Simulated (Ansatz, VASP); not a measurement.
Cu in VASP and in Ansatz

File INCAR:

```
SYSTEM = Cu
  PREC = Accurate
  ENCUT = 520
  EDIFF = 1E-6
  ISMEAR = 0
  SIGMA = 0.15
  LREAL = .False.
  LASPH = .True.
  NELM = 80
  ALGO = Fast
  ISIF = 2
  LWAVE = .False.
  LCHARG = .True.
  GGA = PS
  LELF = .True.
  LVHAR = .True.
  NBANDS = 18
```

File KPOINTS:

```
Automatic mesh
0
Gamma
  24 24 12
  0 0 0
```

File POSCAR:

```
Cu
1.0
    2.6608015033      0.0000000000      0.0000000000
   -1.3304007516      2.3043216963      0.0000000000
    0.0000000000      0.0000000000      4.2153852750
Cu
2
Direct
    0.3333333333      0.6666666667      0.2500000000
    0.6666666667      0.3333333333      0.7500000000
```

Input for Ansatz:

```yaml
crystal:
  lattice:
    - [2.6608015033, 0.0, 0.0]
    - [-1.3304007516, 2.3043216963, 0.0]
    - [0.0, 0.0, 4.215385275]
  atoms:
    - { symbol: Cu, position: [0.3333333333, 0.6666666667, 0.25] }
    - { symbol: Cu, position: [0.6666666667, 0.3333333333, 0.75] }
basis:
  ecutwfc: 420
kpoints:
  mp_grid: { grid: [24, 24, 12] }
hamiltonian:
  xc: pbesol
scf:
  occupations: { method: gaussian, width: 0.15 }
output:
  forces: true
  stress: true
  eigenvalues: true
```

Change from the starting cell: strain +0.050 along x and y, +0.025 along z, atoms carried along.

Alike in both runs: task single point; functional PBEsol; k mesh 24 × 24 × 12; occupations gaussian, width 0.15 eV; no spin polarisation.

```csv
,VASP,Ansatz
version,VASP 6.6.1,Ansatz 0.2.0
potentials or method,"VASP PAW PBE potentials, release 64 (Cu), cutoff 520 eV","scalar-relativistic, plane waves, PAW"
valence electrons in the cell,22,38
```

VASP gave:

```
gap on the k mesh at the Fermi level (eV)                     : none
pressure (GPa)                                                : -15.2
traceless stress, the component that is largest in VASP (GPa) : 2.67
```

Q: Estimate Ansatz's values.

A: gap on the k mesh at the Fermi level (eV): none; pressure (GPa): -15.7; traceless stress, the component that is largest in VASP (GPa): 2.68.

VASP's potentials were made for PBE, not for PBEsol. A gap of «none» marks a metal or a gap that the smearing closes. VASP's potentials hold 22 valence electrons a cell and Ansatz's 38, so a difference there can come from the potentials and not from the codes.
